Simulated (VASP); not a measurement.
# MgO (P1) in VASP: single point with r2SCAN

Aim: the single point of MgO with r2SCAN.

Program: VASP 6.6.1. These are calculated values, not measurements. Logs are shortened: lines on timing, memory, paths and dates and some standing lists are left out, and cuts for length are marked.

## 1. The cell of the first run

The typed cell holds 16 atoms: a = 6.579 Å, b = 6.579 Å, c = 5.037 Å, α = 90.00°, β = 90.00°, γ = 120.00°.

## 2. Single point, r2SCAN

Input file POSCAR:

```
MgO
1.0
    6.5792510000      0.0000000000      0.0000000000
   -3.2896260000      5.6977990000      0.0000000000
    0.0000000000      0.0000000000      5.0365220000
Mg O
8 8
Direct
    0.1891044438      0.3552420856      0.0012357734
    0.3424291291      0.1819681600      0.4989194925
    0.1790234040      0.8351526616     -0.0155305586
    0.3369104203      0.6677048453      0.4756276256
    0.6599107608      0.3187476427      0.0293009740
    0.8197043367      0.1599122749      0.4864515632
    0.6755476924      0.8235704699     -0.0084961408
    0.8374485739      0.6779723188      0.4753335734
    0.1634097896      0.3373237631      0.3817142067
    0.3311431269      0.1523512851      0.8751596836
    0.1609841567      0.8230006008      0.4003425380
    0.3256117801      0.6693428462      0.8739362203
    0.6530975928      0.3266617513      0.3904051248
    0.8447719673      0.1743231027      0.8787212684
    0.6669998752      0.8181652249      0.3907289594
    0.8325440583      0.6736271322      0.9151382641
```

Input file INCAR.step1:

```
SYSTEM = MgO
ALGO = Normal
EDIFF = 1E-4
ENCUT = 520
GGA = PE
ISMEAR = -1
LASPH = .True.
LCHARG = .False.
LREAL = Auto
LWAVE = .True.
NBANDS = 46
NELM = 60
PREC = Accurate
SIGMA = 0.086
```

Input file INCAR.step2:

```
SYSTEM = MgO
ALGO = Normal
EDIFF = 1E-6
ENCUT = 520
ISIF = 2
ISMEAR = -1
ISTART = 1
LASPH = .True.
LCHARG = .False.
LMIXTAU = .True.
LREAL = Auto
LWAVE = .False.
METAGGA = R2SCAN
NBANDS = 46
NELM = 60
PREC = Accurate
SIGMA = 0.086
```

Input file KPOINTS:

```
k-points
0
Gamma
  3 3 4
  0 0 0
```

Potentials or basis: VASP PAW PBE potentials, release 64 (Mg, O).

Started as:

```
> cat potpaw_PBE.64/Mg/POTCAR potpaw_PBE.64/O/POTCAR > POTCAR
> cp INCAR.step1 INCAR
> mpirun -np 1 vasp_std > vasp.out
> cp INCAR.step2 INCAR
> mpirun -np 1 vasp_std > vasp.out
```

OUTCAR:

```text
SYSTEM = MgO
   EDIFF = 1E-6
   ENCUT = 520
   ISIF = 2
   ISMEAR = -1
   ISTART = 1
   LASPH = .True.
   LREAL = Auto
   METAGGA = R2SCAN
   NELM = 60
   PREC = Accurate

 ion  position               nearest neighbor table
   1  0.189  0.355  0.001-  12 1.91   9 1.92  14 2.06  10 2.08   4 2.98   2 3.12   2 3.14   7 3.14
                             4 3.19   3 3.19   6 3.23   5 3.23   6 3.34   5 3.37   3 3.39   7 3.44
   2  0.342  0.182  0.499-  13 1.85  10 1.90   9 2.00  11 2.10   5 2.98   1 3.12   1 3.14   3 3.14
                             6 3.22   4 3.22   5 3.23   3 3.26   8 3.26   8 3.32   4 3.37   6 3.37
   3  0.179  0.835  0.984-  12 1.87  10 1.89  16 2.01  11 2.10   4 3.09   2 3.14   8 3.15   4 3.16
                             5 3.18   1 3.19   8 3.22   2 3.26   7 3.28   7 3.31   1 3.39   5 3.41
   4  0.337  0.668  0.476-  11 1.93  15 1.93   9 1.94  12 2.01   1 2.98   3 3.09   7 3.11   3 3.16
                             1 3.19   6 3.21   2 3.22   7 3.24   8 3.26   8 3.32   2 3.37   6 3.37
   5  0.660  0.319  0.029-  13 1.82  10 2.03  14 2.03  16 2.10   6 2.93   2 2.98   8 3.04   3 3.18
                             1 3.23   2 3.23   7 3.28   6 3.28   7 3.32   1 3.37   3 3.41   8 3.46
   6  0.820  0.160  0.486-  13 1.96  14 1.98  15 2.01   9 2.03   5 2.93   7 3.15   7 3.19   4 3.21
                             2 3.22   1 3.23   8 3.23   5 3.28   1 3.34   8 3.35   2 3.37   4 3.37
   7  0.676  0.824  0.992-  16 1.79  15 2.01  14 2.08  12 2.08   8 3.00   4 3.11   8 3.14   1 3.14
                             6 3.15   6 3.19   4 3.24   3 3.28   5 3.28   3 3.31   5 3.32   1 3.44
   8  0.837  0.678  0.475-  15 1.82  11 1.88  13 2.05  16 2.22   7 3.00   5 3.04   7 3.14   3 3.15
                             3 3.22   6 3.23   4 3.26   2 3.26   4 3.32   2 3.32   6 3.35   5 3.46
   9  0.163  0.337  0.382-   1 1.92   4 1.94   2 2.00   6 2.03
  10  0.331  0.152  0.875-   3 1.89   2 1.90   5 2.03   1 2.08
  11  0.161  0.823  0.400-   8 1.88   4 1.93   3 2.10   2 2.10
  12  0.326  0.669  0.874-   3 1.87   1 1.91   4 2.01   7 2.08
  13  0.653  0.327  0.390-   5 1.82   2 1.85   6 1.96   8 2.05
  14  0.845  0.174  0.879-   6 1.98   5 2.03   1 2.06   7 2.08
  15  0.667  0.818  0.391-   8 1.82   4 1.93   6 2.01   7 2.01
  16  0.833  0.674  0.915-   7 1.79   3 2.01   5 2.10   8 2.22

  LATTYP: Found a hexagonal cell.
 ALAT       =     6.5792510000
 C/A-ratio  =     0.7655160139

  Lattice vectors:

 A1 = (   6.5792510000,   0.0000000000,   0.0000000000)
 A2 = (  -3.2896260000,   5.6977990000,   0.0000000000)
 A3 = (   0.0000000000,   0.0000000000,   5.0365220000)

Analysis of symmetry for initial positions (statically):
=====================================================================
 Subroutine PRICEL returns:
 Original cell was already a primitive cell.

 Routine SETGRP: Setting up the symmetry group for a
 hexagonal supercell.

 Subroutine GETGRP returns: Found  1 space group operations
 (whereof  1 operations were pure point group operations)
 out of a pool of 24 trial point group operations.

The static configuration has the point symmetry C_1 .

Analysis of symmetry for dynamics (positions and initial velocities):
=====================================================================
 Subroutine PRICEL returns:
 Original cell was already a primitive cell.

 Routine SETGRP: Setting up the symmetry group for a
 hexagonal supercell.

 Subroutine GETGRP returns: Found  1 space group operations
 (whereof  1 operations were pure point group operations)
 out of a pool of 24 trial point group operations.

The dynamic configuration has the point symmetry C_1 .

 Subroutine INISYM returns: Found  1 space group operations
 (whereof  1 operations are pure point group operations),
 and found     1 'primitive' translations

----------------------------------------------------------------------------------------

                                     Primitive cell

  volume of cell :     188.8054

  direct lattice vectors                    reciprocal lattice vectors
     6.579251000  0.000000000  0.000000000     0.151992985  0.087753197  0.000000000
    -3.289626000  5.697799000  0.000000000     0.000000000  0.175506367  0.000000000
     0.000000000  0.000000000  5.036522000     0.000000000  0.000000000  0.198549713

  length of vectors
     6.579251000  6.579251680  5.036522000     0.175506385  0.175506367  0.198549713

  position of ions in fractional coordinates (direct lattice)
     0.189104444  0.355242086  0.001235773
     0.342429129  0.181968160  0.498919493
     0.179023404  0.835152662  0.984469441
     0.336910420  0.667704845  0.475627626
     0.659910761  0.318747643  0.029300974
     0.819704337  0.159912275  0.486451563
[... 8 lines left out ...]
     0.666999875  0.818165225  0.390728959
     0.832544058  0.673627132  0.915138264

  ion indices of the primitive-cell ions
   primitive index   ion index
                 1           1
                 2           2
                 3           3
                 4           4
                 5           5
                 6           6
[... 8 lines left out ...]
                15          15
                16          16

----------------------------------------------------------------------------------------

 KPOINTS: k-points

Automatic generation of k-mesh.
 Grid dimensions read from file:
 generate k-points for:    3    3    4

 Generating k-lattice:

  Cartesian coordinates                     Fractional coordinates (reciprocal lattice)
     0.050664328  0.029251066  0.000000000     0.333333333  0.000000000  0.000000000
     0.000000000  0.058502122  0.000000000     0.000000000  0.333333333  0.000000000
     0.000000000  0.000000000  0.049637428     0.000000000  0.000000000  0.250000000

  Length of vectors
     0.058502128  0.058502122  0.049637428

  Shift w.r.t. Gamma in fractional coordinates (k-lattice)
     0.000000000  0.000000000  0.000000000

 Subroutine IBZKPT returns following result:
 ===========================================

 Found     19 irreducible k-points:

 Following reciprocal coordinates:
            Coordinates               Weight
  0.000000  0.000000  0.000000      1.000000
  0.333333 -0.000000  0.000000      2.000000
  0.000000  0.333333  0.000000      2.000000
 -0.333333  0.333333  0.000000      2.000000
  0.333333  0.333333  0.000000      2.000000
  0.000000  0.000000  0.250000      2.000000
[... 11 lines left out ...]
 -0.333333  0.333333  0.500000      2.000000
  0.333333  0.333333  0.500000      2.000000
   k-points           NKPTS =     19   k-points in BZ     NKDIM =     19   number of bands    NBANDS=     46
   number of dos      NEDOS =    301   number of ions     NIONS =     16
   total plane-waves  NPLWV = 100000
   dimension x,y,z NGX =    50 NGY =   50 NGZ =   40
   dimension x,y,z NGXF=   100 NGYF=  100 NGZF=   80
   ions per type =               8   8
   NGX,Y,Z   is equivalent  to a cutoff of  12.63, 12.63, 13.20 a.u.
   NGXF,Y,Z  is equivalent  to a cutoff of  25.27, 25.27, 26.41 a.u.
 SYSTEM =  MgO
   PREC   = accura    normal or accurate (medium, high low for compatibility)
   ISTART =      1    job   : 0-new  1-cont  2-samecut
   ICHARG =      0    charge: 1-file 2-atom 10-const
   ISPIN  =      1    spin polarized calculation?
   LNONCOLLINEAR =      F non collinear calculations
   LSORBIT =      F    spin-orbit coupling
   LASPH  =      T    aspherical Exc in radial PAW
   ENCUT  =  520.0 eV  38.22 Ry    6.18 a.u.  12.23 12.23  9.36*2*pi/ulx,y,z
   NELM   =     60;   NELMIN=  2; NELMDL=  0     # of ELM steps
   EDIFF  = 0.1E-05   stopping-criterion for ELM
   LREAL  =      T    real-space projection
   EDIFFG = 0.1E-04   stopping-criterion for IOM
   NSW    =      0    number of steps for IOM
   IBRION =     -1    ionic relax: 0-MD 1-quasi-New 2-CG
   NFREE  =      0    steps in history (QN), initial steepest desc. (CG)
   ISIF   =      2    stress and relaxation
   ISYM   =      2    0-nonsym 1-usesym 2-fastsym
   POTIM  = 0.5000    time-step for ionic-motion
   TEBEG  =    0.0;   TEEND  =   0.0 temperature during run
   PSTRESS=    0.0 pullay stress
   NELECT =      64.0000    total number of electrons
   NUPDOWN=      -1.0000    fix difference up-down
   EMIN   =  10.00;   EMAX   =-10.00  energy-range for DOS
   EFERMI =   0.00;   METHOD = LEGACY
   ISMEAR =    -1;   SIGMA  =   0.09  broadening in eV -4-tet -1-fermi 0-gaus
   EFERMI_NEDOS =   21; number of points for ismear=-14 and -15
   IALGO  =     38    algorithm
   IMIX   =      4    mixing-type and parameters
     AMIX     =   0.40;   BMIX     =  1.00
     AMIX_MAG =   1.60;   BMIX_MAG =  1.00
  volume/ion in A,a.u.               =      11.80        79.63
  Fermi-wavevector in a.u.,A,eV,Ry     =   1.141467  2.157060 17.727671  1.302947
  Thomas-Fermi vector in A             =   2.278167
   LORBIT       =      0    0 simple, 1 ext, 2 COOP (PROOUT), +10 PAW based schemes
   METAGGA = R2SCAN    functional components
   LHFCALC =     F    Hartree Fock is set to
   AEXX    =    0.0000 exact exchange contribution
   IVDW    =     0    specifies the selected vdW correction
   LEPSILON=     F    determine dielectric tensor
   LRPA    =     F    only Hartree local field effects (RPA)
 non-spin polarized calculation
  energy-cutoff  :      520.00
  volume of cell :      188.81
 maximum number of plane-waves:      5107
 NGX is ok and might be reduce to    50
   NGX = 25   NGY = 25   NGZ = 19

 number of electron      64.0000004 magnetization

 Free energy of the ion-electron system (eV)
  ---------------------------------------------------
  ext. energy  EPLUGINS =         0.00000000
  ---------------------------------------------------
  free energy    TOTEN  =      -125.98448167 eV

  energy without entropy =     -125.98448167  energy(sigma->0) =     -125.98448167

 E-fermi :   2.7920     XC(G=0): -10.1920

 val. band max:        0.7886078807   @ k =   0.0000   0.0000   0.0000
 cond. band min:       4.7787947641   @ k =   0.0000   0.0000   0.0000
 fundamental gap:      3.9901868834
 Fermi energy:         2.7919630830

 k-point     1 :       0.0000    0.0000    0.0000
  band No.  band energies     occupation
      1     -16.6467      2.00000
      2     -16.2674      2.00000
      3     -16.0571      2.00000
      4     -15.8023      2.00000
      5     -15.7330      2.00000
      6     -15.5376      2.00000
[... 882 lines left out ...]
     43      12.5258      0.00000
     44      12.6306      0.00000
 [bands above 44 left out]

------------------------ aborting loop because EDIFF is reached ----------------------------------------

  FORCE on cell =-STRESS in cart. coord.  units (eV):
  Direction    XX          YY          ZZ          XY          YZ          ZX
  --------------------------------------------------------------------------------------
  -------------------------------------------------------------------------------------
  Total        5.2365831     -0.5542763      2.2718591     -2.9462480     -1.0255309     -1.2537499
  in kB       44.4369523     -4.7035152     19.2786960    -25.0014711     -8.7025196    -10.6391558
  external PRESSURE =      19.6707111 kB  Pullay stress =       0.0000000 kB

 VOLUME and BASIS-vectors are now :
 -----------------------------------------------------------------------------
  energy-cutoff  :      520.00
  volume of cell :      188.81
      direct lattice vectors                 reciprocal lattice vectors
     6.579251000  0.000000000  0.000000000     0.151992985  0.087753197  0.000000000
    -3.289626000  5.697799000  0.000000000     0.000000000  0.175506367  0.000000000
     0.000000000  0.000000000  5.036522000     0.000000000  0.000000000  0.198549713

 POSITION                                       TOTAL-FORCE (eV/Angst)
 -----------------------------------------------------------------------------------
      0.07555      2.02410      0.00622        -0.593473     -1.665134     -1.032275
      1.65432      1.03682      2.51282        -1.257306     -1.421592     -0.040693
     -1.56950      4.75853      4.95830        -1.473792     -0.387560      0.545531
      0.02012      3.80445      2.39551        -0.482080     -0.128809      0.946056
      3.29316      1.81616      0.14758         0.360439      0.629866     -3.132909
      4.86699      0.91115      2.45002         0.828174      0.271942      0.613847
[... 8 lines left out ...]
      1.69690      4.66174      1.96792        -1.514790      1.324388     -0.630702
      3.26153      3.83819      4.60911         1.762773     -1.706233     -0.983921
 -----------------------------------------------------------------------------------
    total drift:                               -0.006068     -0.009217     -0.021562

  FREE ENERGIE OF THE ION-ELECTRON SYSTEM (eV)
  ---------------------------------------------------
  free  energy   TOTEN  =      -125.9844816713 eV

  energy  without entropy=     -125.9844816712  energy(sigma->0) =     -125.98448167
```

It took 11 min on 1 thread of Intel Xeon Platinum 8488C (Sapphire Rapids), shared host; peak memory 0.36 GiB.

What came out:

```yaml
Free_energy: -125.9845 eV
Pressure: 2.0 GPa
Largest_force: 3.216 eV/Å
Band_gap_on_the_k_mesh: 3.99 eV
```

Forces on the atoms (eV/Å):
```
Mg  -0.593 -1.665 -1.032
Mg  -1.257 -1.422 -0.041
Mg  -1.474 -0.388  0.546
Mg  -0.482 -0.129  0.946
Mg   0.360  0.630 -3.133
Mg   0.828  0.272  0.614
Mg  -1.961  1.650 -0.101
Mg   1.108 -1.429  1.302
O    0.259 -0.336  0.208
O   -0.050  1.610  1.196
O    0.550  1.251 -0.921
O    1.843  0.123  0.252
O    0.923  0.680  0.963
O   -0.302 -0.467  0.816
O   -1.515  1.324 -0.631
O    1.763 -1.706 -0.984
```

Caveat: the atoms stand as in a frame of molecular dynamics; the PAW data sets were made with another functional, which shifts forces and pressure a little.
